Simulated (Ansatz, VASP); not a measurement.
**ZnSnN2: VASP beside Ansatz**

```xyz
4
Lattice="3.4475 0.0000 0.0000 0.0000 3.4475 0.0000 0.0000 0.0000 4.8114" Properties=species:S:1:pos:R:3 pbc="T T T"
Zn    0.0000    0.0000    0.0000
N     0.0000    1.7237    1.1754
N     1.7237    0.0000    3.6360
Sn    1.7237    1.7237    2.4057
```

Alike in both runs: task single point; functional PBE; k mesh 6 × 6 × 4; occupations fermi-dirac, width 0.02 eV; no spin polarisation.

```csv
,VASP,Ansatz
version,VASP 6.6.1,Ansatz 0.2.0
potentials or method,"VASP PAW PBE potentials, release 64 (Zn, N, Sn_d)","plane waves, PAW"
plane-wave cutoff (eV),520,420
valence electrons in the cell,36,36
```

Ansatz gave:

```
pressure (GPa)                     : -3.8
rms of the force components (eV/Å) : 0.033
```

Q: What did VASP give for the same quantities?

A: Pressure (GPa): -3.5; rms of the force components (eV/Å): 0.038.
